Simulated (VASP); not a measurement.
Here is a VASP 6.6.1 calculation.

Contents of INCAR:

```
SYSTEM = Si
  PREC = Accurate
  ENCUT = 520
  EDIFF = 1E-7
  ISMEAR = -1
  SIGMA = 0.05
  LREAL = Auto
  LASPH = .TRUE.
  NELM = 100
  ALGO = Normal
  ISIF = 2
  LWAVE = .FALSE.
  LCHARG = .FALSE.
  GGA = PE
  IBRION = 2
  NSW = 45
  EDIFFG = -0.08
```

The input KPOINTS:

```
regular mesh
0
G
  2 2 2
  0 0 0
```

The input POSCAR:

```
Si
1.0
    0.0000000000      5.4300000000      5.4300000000
    5.4300000000      0.0000000000      5.4300000000
    5.4300000000      5.4300000000      0.0000000000
Si
17
Direct
    0.0000000000      0.0000000000      0.0000000000
    0.1250000000      0.1250000000      0.1250000000
    0.0000000000      0.0000000000      0.5000000000
    0.1250000000      0.1250000000      0.6250000000
    0.0000000000      0.5000000000      0.0000000000
    0.1250000000      0.6250000000      0.1250000000
    0.0000000000      0.5000000000      0.5000000000
    0.1250000000      0.6250000000      0.6250000000
    0.5000000000      0.0000000000      0.0000000000
    0.6250000000      0.1250000000      0.1250000000
    0.5000000000      0.0000000000      0.5000000000
    0.6250000000      0.1250000000      0.6250000000
    0.5000000000      0.5000000000      0.0000000000
    0.6250000000      0.6250000000      0.1250000000
    0.5000000000      0.5000000000      0.5000000000
    0.6250000000      0.6250000000      0.6250000000
    0.3666950000      0.3752570000      0.8723220000
```

Potentials or basis: VASP PAW PBE potentials, release 64 (Si).

Launch:

```console
$ cat potpaw_PBE.64/Si/POTCAR > POTCAR
$ mpirun -np 1 vasp_std > vasp.out
```

Task: Estimate the energy gained by relaxing.

Result: 8.5 meV/atom.

Task: Predict the band gap on the k mesh.

Result: Zero (bands 34 and 35 overlap by 0.25 eV).

Forces in eV/Å, atoms in the order of the input:
```
Si   0.003  0.007  0.008
Si   0.006 -0.005  0.004
Si  -0.009 -0.001 -0.004
Si  -0.001  0.000  0.000
Si  -0.006 -0.012 -0.009
Si   0.001 -0.015 -0.015
Si   0.005  0.009  0.008
Si   0.004  0.005 -0.003
Si   0.000 -0.019 -0.006
Si  -0.009  0.001 -0.008
Si   0.007  0.004  0.002
Si   0.005 -0.001  0.003
Si  -0.007 -0.014 -0.011
Si   0.000  0.019  0.013
Si   0.001 -0.010 -0.016
Si  -0.011 -0.010  0.001
Si   0.011  0.042  0.032
```

Caveat: the k points lie up to 0.50 Å⁻¹ apart; the relaxation stopped at a loose force limit of 0.08 eV/Å, so its end isn't a converged minimum.
